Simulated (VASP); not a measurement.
# B (P6_3/mmc) in VASP: further runs, part 2 of 2

VASP 6.6.1. The steps go on from the part before.

## 3. Single point, r2SCAN

This run uses another cell than the first one, of 9.81 Å³/atom, 1.136 times its volume.

POSCAR reads:

```
B
1.0
    1.7079104768      0.0000000000      0.0000000000
   -0.8539552384      1.4790938603      0.0000000000
    0.0000000000      0.0000000000     15.5335622448
B
4
Direct
    0.0000000000      0.0000000000      0.0000000000
    0.0000000000      0.0000000000      0.5000000000
    0.3333333333      0.6666666667      0.2500000000
    0.6666666667      0.3333333333      0.7500000000
```

INCAR.step1 reads:

```
PREC = Accurate
ENCUT = 520
ISMEAR = -1
SIGMA = 0.1
LREAL = F
LASPH = T
NELM = 100
NBANDS = 14
GGA = PE
ALGO = Normal
EDIFF = 1E-4
LWAVE = T
LCHARG = F
```

INCAR.step2 reads:

```
PREC = Accurate
ENCUT = 520
EDIFF = 1E-7
ISMEAR = -1
SIGMA = 0.1
LREAL = F
LASPH = T
NELM = 100
ALGO = Normal
ISIF = 2
LWAVE = F
LCHARG = F
METAGGA = R2SCAN
LMIXTAU = T
NBANDS = 14
ISTART = 1
```

KPOINTS reads:

```
regular mesh
0
Gamma
  17 17 5
```

Potentials or basis: VASP PAW PBE potentials, release 64 (B).

Started as:

```bash
$ cat potpaw_PBE.64/B/POTCAR > POTCAR
$ cp INCAR.step1 INCAR
$ mpirun -np 1 vasp_std > vasp.out
$ cp INCAR.step2 INCAR
$ mpirun -np 1 vasp_std > vasp.out
```

OUTCAR:

```text
PREC = Accurate
   ENCUT = 520
   EDIFF = 1E-7
   ISMEAR = -1
   LREAL = F
   LASPH = T
   NELM = 100
   ISIF = 2
   METAGGA = R2SCAN
   ISTART = 1

 ion  position               nearest neighbor table
   1  0.000  0.000  0.000-
   2  0.000  0.000  0.500-
   3  0.333  0.667  0.250-
   4  0.667  0.333  0.750-

  LATTYP: Found a hexagonal cell.
 ALAT       =     1.7079104768
 C/A-ratio  =     9.0950681876

  Lattice vectors:

 A1 = (   1.7079104768,   0.0000000000,   0.0000000000)
 A2 = (  -0.8539552384,   1.4790938603,   0.0000000000)
 A3 = (   0.0000000000,   0.0000000000,  15.5335622448)

Analysis of symmetry for initial positions (statically):
=====================================================================
 Subroutine PRICEL returns:
 Original cell was already a primitive cell.

 Routine SETGRP: Setting up the symmetry group for a
 hexagonal supercell.

 Subroutine GETGRP returns: Found 24 space group operations
 (whereof 12 operations were pure point group operations)
 out of a pool of 24 trial point group operations.

The static configuration has the point symmetry D_3d.
 The point group associated with its full space group is D_6h.

Analysis of symmetry for dynamics (positions and initial velocities):
=====================================================================
 Subroutine PRICEL returns:
 Original cell was already a primitive cell.

 Routine SETGRP: Setting up the symmetry group for a
 hexagonal supercell.

 Subroutine GETGRP returns: Found 24 space group operations
 (whereof 12 operations were pure point group operations)
 out of a pool of 24 trial point group operations.

The dynamic configuration has the point symmetry D_3d.
 The point group associated with its full space group is D_6h.

 Subroutine INISYM returns: Found 24 space group operations
 (whereof 12 operations are pure point group operations),
 and found     1 'primitive' translations

----------------------------------------------------------------------------------------

                                     Primitive cell

  volume of cell :      39.2403

  direct lattice vectors                    reciprocal lattice vectors
     1.707910477  0.000000000  0.000000000     0.585510783  0.338044808  0.000000000
    -0.853955238  1.479093860  0.000000000     0.000000000  0.676089616  0.000000000
     0.000000000  0.000000000 15.533562245     0.000000000  0.000000000  0.064376734

  length of vectors
     1.707910477  1.707910477 15.533562245     0.676089616  0.676089616  0.064376734

  position of ions in fractional coordinates (direct lattice)
     0.000000000  0.000000000  0.000000000
     0.000000000  0.000000000  0.500000000
     0.333333333  0.666666667  0.250000000
     0.666666667  0.333333333  0.750000000

  ion indices of the primitive-cell ions
   primitive index   ion index
                 1           1
                 2           2
                 3           3
                 4           4

----------------------------------------------------------------------------------------

 KPOINTS: regular mesh

[... 27 lines left out ...]
  0.176471 -0.000000  0.000000      6.000000
  0.235294  0.000000  0.000000      6.000000
  0.294118 -0.000000  0.000000      6.000000
[... 16 lines left out ...]
  0.411765  0.117647  0.000000     12.000000
  0.176471  0.176471  0.000000      6.000000
 [... further k-points ...]
   k-points           NKPTS =     99   k-points in BZ     NKDIM =     99   number of bands    NBANDS=     14
   number of dos      NEDOS =    301   number of ions     NIONS =      4
   total plane-waves  NPLWV =  23520
   dimension x,y,z NGX =    14 NGY =   14 NGZ =  120
   dimension x,y,z NGXF=    28 NGYF=   28 NGZF=  240
   ions per type =               4
   NGX,Y,Z   is equivalent  to a cutoff of  13.63, 13.63, 12.84 a.u.
   NGXF,Y,Z  is equivalent  to a cutoff of  27.25, 27.25, 25.69 a.u.
 SYSTEM =  unknown system
   PREC   = accura    normal or accurate (medium, high low for compatibility)
   ISTART =      1    job   : 0-new  1-cont  2-samecut
   ICHARG =      0    charge: 1-file 2-atom 10-const
   ISPIN  =      1    spin polarized calculation?
   LNONCOLLINEAR =      F non collinear calculations
   LSORBIT =      F    spin-orbit coupling
   LASPH  =      T    aspherical Exc in radial PAW
   ENCUT  =  520.0 eV  38.22 Ry    6.18 a.u.   3.18  3.18 28.88*2*pi/ulx,y,z
   NELM   =    100;   NELMIN=  2; NELMDL=  0     # of ELM steps
   EDIFF  = 0.1E-06   stopping-criterion for ELM
   LREAL  =      F    real-space projection
   EDIFFG = 0.1E-05   stopping-criterion for IOM
   NSW    =      0    number of steps for IOM
   IBRION =     -1    ionic relax: 0-MD 1-quasi-New 2-CG
   NFREE  =      0    steps in history (QN), initial steepest desc. (CG)
   ISIF   =      2    stress and relaxation
   ISYM   =      2    0-nonsym 1-usesym 2-fastsym
   POTIM  = 0.5000    time-step for ionic-motion
   TEBEG  =    0.0;   TEEND  =   0.0 temperature during run
   PSTRESS=    0.0 pullay stress
   NELECT =      12.0000    total number of electrons
   NUPDOWN=      -1.0000    fix difference up-down
   EMIN   =  10.00;   EMAX   =-10.00  energy-range for DOS
   EFERMI =   0.00;   METHOD = LEGACY
   ISMEAR =    -1;   SIGMA  =   0.10  broadening in eV -4-tet -1-fermi 0-gaus
   EFERMI_NEDOS =   21; number of points for ismear=-14 and -15
   IALGO  =     38    algorithm
   IMIX   =      4    mixing-type and parameters
     AMIX     =   0.40;   BMIX     =  1.00
     AMIX_MAG =   1.60;   BMIX_MAG =  1.00
  volume/ion in A,a.u.               =       9.81        66.20
  Fermi-wavevector in a.u.,A,eV,Ry     =   1.102955  2.084283 16.551631  1.216511
  Thomas-Fermi vector in A             =   2.239406
   LORBIT       =      0    0 simple, 1 ext, 2 COOP (PROOUT), +10 PAW based schemes
   METAGGA = R2SCAN    functional components
   LHFCALC =     F    Hartree Fock is set to
   AEXX    =    0.0000 exact exchange contribution
   IVDW    =     0    specifies the selected vdW correction
   LEPSILON=     F    determine dielectric tensor
   LRPA    =     F    only Hartree local field effects (RPA)
 non-spin polarized calculation
  energy-cutoff  :      520.00
  volume of cell :       39.24
 maximum number of plane-waves:      1084
 NGX is ok and might be reduce to    14
   NGX =  7   NGY =  7   NGZ = 57

 number of electron      12.0000000 magnetization

 Free energy of the ion-electron system (eV)
  ---------------------------------------------------
  ext. energy  EPLUGINS =         0.00000000
  ---------------------------------------------------
  free energy    TOTEN  =       -26.39735833 eV

  energy without entropy =      -26.36414472  energy(sigma->0) =      -26.38075153

 E-fermi :   4.7494     XC(G=0): -10.3035

 val. band max:        4.6701166177   @ k =   0.2941   0.0588   0.0000
 cond. band min:       4.7641376437   @ k =   0.3529  -0.0000   0.4000
 fundamental gap:      0.0940210260
 Fermi energy:         4.7494257315

 k-point     1 :       0.0000    0.0000    0.0000
  band No.  band energies     occupation
      1     -13.4344      2.00000
      2     -13.3405      2.00000
      3     -13.3404      2.00000
      4     -13.2414      2.00000
      5      -4.0511      2.00000
      6      -3.4229      2.00000
      7      -3.4229      2.00000
      8      -2.6743      2.00000
      9       6.9736      0.00000
     10       9.1807      0.00000
     11       9.1807      0.00000
     12      12.9055      0.00000
     13      16.8759      0.00000
     14      22.2579      0.00000
[... 377 lines left out ...]
      1      -8.8971      2.00000
      2      -8.8355      2.00000
      3      -8.8355      2.00000
      4      -8.7719      2.00000
      5       2.4474      2.00000
      6       3.0352      2.00000
      7       3.0352      2.00000
      8       3.7532      1.99991
      9      12.2953      0.00000
     10      14.3042      0.00000
     11      14.3043      0.00000
     12      16.5880      0.00000
     13      16.5954      0.00000
     14      16.5957      0.00000

 [... further k-points ...]
[... 5 lines left out ...]
  --------------------------------------------------------------------------------------
  -------------------------------------------------------------------------------------
  Total        0.0531269      0.0531269     -0.0214160     -0.0000000      0.0000000     -0.0000000
  in kB        2.1691669      2.1691669     -0.8744155     -0.0000000      0.0000000     -0.0000000
  external PRESSURE =       1.1546394 kB  Pullay stress =       0.0000000 kB

 VOLUME and BASIS-vectors are now :
 -----------------------------------------------------------------------------
  energy-cutoff  :      520.00
  volume of cell :       39.24
      direct lattice vectors                 reciprocal lattice vectors
     1.707910477  0.000000000  0.000000000     0.585510783  0.338044808  0.000000000
    -0.853955238  1.479093860  0.000000000     0.000000000  0.676089616  0.000000000
     0.000000000  0.000000000 15.533562245     0.000000000  0.000000000  0.064376734

 POSITION                                       TOTAL-FORCE (eV/Angst)
 -----------------------------------------------------------------------------------
      0.00000      0.00000      0.00000        -0.000000      0.000000     -0.000000
      0.00000      0.00000      7.76678        -0.000000      0.000000     -0.000000
     -0.00000      0.98606      3.88339         0.000000     -0.000000     -0.000000
      0.85396      0.49303     11.65017        -0.000000      0.000000      0.000000
 -----------------------------------------------------------------------------------
    total drift:                               -0.000000     -0.000000      0.000000

  FREE ENERGIE OF THE ION-ELECTRON SYSTEM (eV)
  ---------------------------------------------------
  free  energy   TOTEN  =       -26.3973583335 eV

  energy  without entropy=      -26.3641447172  energy(sigma->0) =      -26.38075153
```

Run time: 1.8 min. Hardware: 1 thread of Intel Xeon 6975P-C (Granite Rapids), shared host; peak memory 0.18 GiB.

What came out:

```
Free energy            : -26.3974 eV
Pressure               : 0.1 GPa
Band gap on the k mesh : zero (band 6 reaches 8.06 eV, above the bottom of band 7 at -3.42 eV)
```

Caveat: the PAW data sets were made with another functional, which shifts forces and pressure a little.

## 4. Single point, r2SCAN (volume scaled by 0.92)

POSCAR reads:

```
B
1.0
    1.6610946459      0.0000000000      0.0000000000
   -0.8305473229      1.4385501614      0.0000000000
    0.0000000000      0.0000000000     15.1077690707
B
4
Direct
    0.0000000000      0.0000000000      0.0000000000
    0.0000000000      0.0000000000      0.5000000000
    0.3333333333      0.6666666667      0.2500000000
    0.6666666667      0.3333333333      0.7500000000
```

INCAR.step1 reads:

```
SYSTEM = B
PREC = Accurate ; ENCUT = 520
ISMEAR = -1 ; SIGMA = 0.1
LREAL = .FALSE. ; LASPH = .TRUE.
NELM = 60 ; NBANDS = 14
GGA = PE ; ALGO = Normal
EDIFF = 1E-4 ; LWAVE = .TRUE.
LCHARG = .FALSE.
```

INCAR.step2 reads:

```
SYSTEM = B
PREC = Accurate ; ENCUT = 520
EDIFF = 1E-6 ; ISMEAR = -1
SIGMA = 0.1 ; LREAL = .FALSE.
LASPH = .TRUE. ; NELM = 60
ALGO = Normal ; ISIF = 2
LWAVE = .FALSE. ; LCHARG = .FALSE.
METAGGA = R2SCAN ; LMIXTAU = .TRUE.
NBANDS = 14 ; ISTART = 1
```

KPOINTS reads:

```
Automatic mesh
0
G
  23 23 3
  0 0 0
```

Started as:

```bash
$ cat potpaw_PBE.64/B/POTCAR > POTCAR
$ cp INCAR.step1 INCAR
$ mpirun -np 1 vasp_std > vasp.out
$ cp INCAR.step2 INCAR
$ mpirun -np 1 vasp_std > vasp.out
```

Wall time 57 s (1 thread of Intel Xeon 6975P-C (Granite Rapids), shared host); peak memory 0.16 GiB.

It converged, with:

| Property | Result |
| --- | --- |
| Free energy | -26.2798 eV |
| Pressure | 15.8 GPa |
| Band gap on the k mesh | zero (band 6 reaches 9.12 eV, above the bottom of band 7 at -3.42 eV) |

Stress tensor (GPa, compression positive):
```
24.34  0.00  0.00
 0.00 24.34  0.00
 0.00  0.00 -1.35
```

Levels at points of the mesh, in eV from the Fermi level:
```tsv
k point	band 3	band 4	band 5	band 6	band 7	band 8	band 9	band 10	band 11	band 12
(0.00, 0.00, 0.00)	-18.94	-18.82	-9.62	-8.93	-8.93	-8.12	2.00	4.35	4.35	8.31
```

Caveat: the cell differs from its parent crystal (volume scaled by 0.92); the PAW data sets were made with another functional, which shifts forces and pressure a little.

## 5. Single point, r2SCAN (volume scaled by 0.96)

POSCAR reads:

```
B
1.0
    1.6848277759      0.0000000000      0.0000000000
   -0.8424138879      1.4591036549      0.0000000000
    0.0000000000      0.0000000000     15.3236235062
B
4
Direct
    0.0000000000      0.0000000000      0.0000000000
    0.0000000000      0.0000000000      0.5000000000
    0.3333333333      0.6666666667      0.2500000000
    0.6666666667      0.3333333333      0.7500000000
```

INCAR.step1 reads:

```
PREC = Accurate
ENCUT = 520
ISMEAR = -1
SIGMA = 0.1
LREAL = F
LASPH = T
NELM = 60
NBANDS = 14
GGA = PE
ALGO = Normal
EDIFF = 1E-4
LWAVE = T
LCHARG = F
```

INCAR.step2 reads:

```
PREC = Accurate
ENCUT = 520
EDIFF = 1E-7
ISMEAR = -1
SIGMA = 0.1
LREAL = F
LASPH = T
NELM = 60
ALGO = Normal
ISIF = 2
LWAVE = F
LCHARG = F
METAGGA = R2SCAN
LMIXTAU = T
NBANDS = 14
ISTART = 1
```

KPOINTS reads:

```
regular mesh
0
Gamma
  23 23 3
```

Started as:

```bash
$ cat potpaw_PBE.64/B/POTCAR > POTCAR
$ cp INCAR.step1 INCAR
$ mpirun -np 1 vasp_std > vasp.out
$ cp INCAR.step2 INCAR
$ mpirun -np 1 vasp_std > vasp.out
```

Wall time 91 s (1 thread of Intel Xeon 6975P-C (Granite Rapids), shared host); peak memory 0.18 GiB.

It converged, with:

```
Free energy            : -26.3887 eV
Pressure               : 6.4 GPa
Band gap on the k mesh : zero (band 6 reaches 8.70 eV, above the bottom of band 7 at -3.45 eV)
```

Stress tensor (GPa, compression positive):
```
10.41  0.00  0.00
 0.00 10.41  0.00
 0.00  0.00 -1.47
```

Levels at points of the mesh, in eV from the Fermi level:
```csv
k point,band 3,band 4,band 5,band 6,band 7,band 8,band 9,band 10,band 11,band 12
"(0.00, 0.00, 0.00)",-18.63,-18.52,-9.28,-8.63,-8.63,-7.86,2.07,4.34,4.34,8.17
```

Caveat: the cell differs from its parent crystal (volume scaled by 0.96); the PAW data sets were made with another functional, which shifts forces and pressure a little.

## 6. Single point, r2SCAN

This run uses another cell than the first one, of 9.81 Å³/atom, 1.136 times its volume.

POSCAR reads:

```
B
1.0
    1.7079104768      0.0000000000      0.0000000000
   -0.8539552384      1.4790938603      0.0000000000
    0.0000000000      0.0000000000     15.5335622448
B
4
Direct
    0.0000000000      0.0000000000      0.0000000000
    0.0000000000      0.0000000000      0.5000000000
    0.3333333333      0.6666666667      0.2500000000
    0.6666666667      0.3333333333      0.7500000000
```

INCAR.step1 reads:

```
SYSTEM = B
PREC = Accurate
ENCUT = 520
ISMEAR = -1
SIGMA = 0.1
LREAL = .FALSE.
LASPH = .TRUE.
NELM = 60
NBANDS = 14
GGA = PE
ALGO = Normal
EDIFF = 1E-4
LWAVE = .TRUE.
LCHARG = .FALSE.
```

INCAR.step2 reads:

```
SYSTEM = B
PREC = Accurate
ENCUT = 520
EDIFF = 1E-7
ISMEAR = -1
SIGMA = 0.1
LREAL = .FALSE.
LASPH = .TRUE.
NELM = 60
ALGO = Normal
ISIF = 2
LWAVE = .FALSE.
LCHARG = .TRUE.
METAGGA = R2SCAN
LMIXTAU = .TRUE.
LELF = .TRUE.
LVHAR = .TRUE.
NBANDS = 14
ISTART = 1
```

KPOINTS reads:

```
Automatic mesh
0
G
  23 23 3
  0 0 0
```

Potentials or basis: VASP PAW PBE potentials, release 64 (B).

Started as:

```bash
$ cat potpaw_PBE.64/B/POTCAR > POTCAR
$ cp INCAR.step1 INCAR
$ mpirun -np 1 vasp_std > vasp.out
$ cp INCAR.step2 INCAR
$ mpirun -np 1 vasp_std > vasp.out
```

It took 2 min on 1 thread of Intel Xeon 6975P-C (Granite Rapids), shared host; peak memory 0.18 GiB.

Results (log left out):

| Property | Result |
| --- | --- |
| Free energy | -26.4138 eV |
| Pressure | -1.3 GPa |
| Band gap on the k mesh | zero (band 6 reaches 8.30 eV, above the bottom of band 7 at -3.48 eV) |

Stress tensor (GPa, compression positive):
```
-1.25  0.00  0.00
 0.00 -1.25  0.00
 0.00  0.00 -1.53
```

Levels at points of the mesh, in eV from the Fermi level:
```
           k point  band 5  band 6  band 7  band 8  band 9  band 10
(0.00, 0.00, 0.00)   -8.97   -8.36   -8.36   -7.62    2.14     4.33
```

Caveat: the PAW data sets were made with another functional, which shifts forces and pressure a little.

## 7. Summary

| cell | k mesh | gap on the mesh (eV) | pressure (GPa) |
| --- | --- | --- | --- |
| a = 1.637, b = 1.637, c = 14.886 Å, angles 90.0, 90.0, 120.0°, 4 atoms | 23 × 23 × 3 | none | 26.9 |
| a = 1.708, b = 1.708, c = 15.534 Å, angles 90.0, 90.0, 120.0°, 4 atoms | 17 × 17 × 5 | none | 0.1 |
| a = 1.661, b = 1.661, c = 15.108 Å, angles 90.0, 90.0, 120.0°, 4 atoms | 23 × 23 × 3 | none | 15.8 |
| a = 1.685, b = 1.685, c = 15.324 Å, angles 90.0, 90.0, 120.0°, 4 atoms | 23 × 23 × 3 | none | 6.4 |
| a = 1.708, b = 1.708, c = 15.534 Å, angles 90.0, 90.0, 120.0°, 4 atoms | 23 × 23 × 3 | none | -1.3 |

Alike in all rows: task single point; level r2SCAN; potentials or basis VASP PAW PBE potentials, release 64 (B); no spin polarisation; cutoff (eV) 520; smearing fermi-dirac 0.1 eV.

Caveats: the PAW data sets were made with another functional, which shifts forces and pressure a little.

Total energies depend on the potentials used, so only differences within one code and one set of settings carry meaning.
